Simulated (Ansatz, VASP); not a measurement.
## Mg: VASP beside Ansatz

INCAR

```
SYSTEM = Mg
PREC     = Accurate       ! precision mode
ENCUT    = 520            ! plane-wave cutoff, eV
EDIFF    = 1E-8           ! SCF threshold, eV
ISMEAR   = -1             ! smearing method
SIGMA    = 0.08           ! smearing width, eV
LREAL    = .FALSE.        ! projectors in reciprocal space
LASPH    = .TRUE.         ! aspherical terms in the spheres
NELM     = 80             ! most SCF steps
ALGO     = Normal         ! electronic algorithm
ISIF     = 2              ! what is computed and relaxed
LWAVE    = .FALSE.        ! write WAVECAR
LCHARG   = .FALSE.        ! write CHGCAR
GGA      = PE             ! functional
LEFG     = .TRUE.       
NBANDS   = 9              ! bands
```

File KPOINTS:

```
Automatic mesh
0
G
  12 12 7
  0 0 0
```

The input POSCAR:

```
Mg
1.0
    3.2092715325     -0.0160463577     -0.0160463577
   -1.6185323196      2.7873338536     -0.0058733745
   -0.0260516500     -0.0260516500      5.2103300000
Mg
2
Direct
    0.3333333333      0.6666666667      0.2500000000
    0.6666666667      0.3333333333      0.7500000000
```

Input for Ansatz:

```yaml
crystal:
  lattice:
    - [3.2092715325, -0.0160463577, -0.0160463577]
    - [-1.6185323196, 2.7873338536, -0.0058733745]
    - [-0.02605165, -0.02605165, 5.21033]
  atoms:
    - { symbol: Mg, position: [0.3333333333, 0.6666666667, 0.25] }
    - { symbol: Mg, position: [0.6666666667, 0.3333333333, 0.75] }
kpoints:
  mp_grid: { grid: [12, 12, 7] }
scf:
  occupations: { method: fermi_dirac, width: 0.08 }
hamiltonian:
  xc: pbe
  pseudopotentials: { kind: all_electron, datasets: crystal }
output:
  forces: true
  stress: true
  eigenvalues: true
  efg: { contact_densities: true }
```

Change from the starting cell: equal xy, yz and zx shear strains of -1 %, crystal datasets.

Alike in both runs: task electric field gradients; functional PBE; k mesh 12 × 12 × 7; occupations fermi-dirac, width 0.08 eV; no spin polarisation.

|  | VASP | Ansatz |
| --- | --- | --- |
| version | VASP 6.6.1 | Ansatz 0.2.0 |
| potentials or method | VASP PAW PBE potentials, release 64 (Mg), cutoff 520 eV | all-electron PAW with datasets made for the crystal, scalar-relativistic |

Ansatz gave:

| Property | Result |
| --- | --- |
| pressure (GPa) | -0.5 |
| traceless stress, the component that is largest in VASP (GPa) | -0.50 |
| rms of the force components (eV/Å) | 0.005 |
| size of Vzz on the site where it differs most (V/Å²) | 1.1 |

Task: Which values does VASP return?

Result: Pressure (GPa): -0.6; traceless stress, the component that is largest in VASP (GPa): -0.50; rms of the force components (eV/Å): 0.005; size of Vzz on the site where it differs most (V/Å²): 1.0.

Atom by atom the forces differ by 0.000 eV/Å (rms over components). Ansatz ran all-electron here, and VASP with PAW potentials.
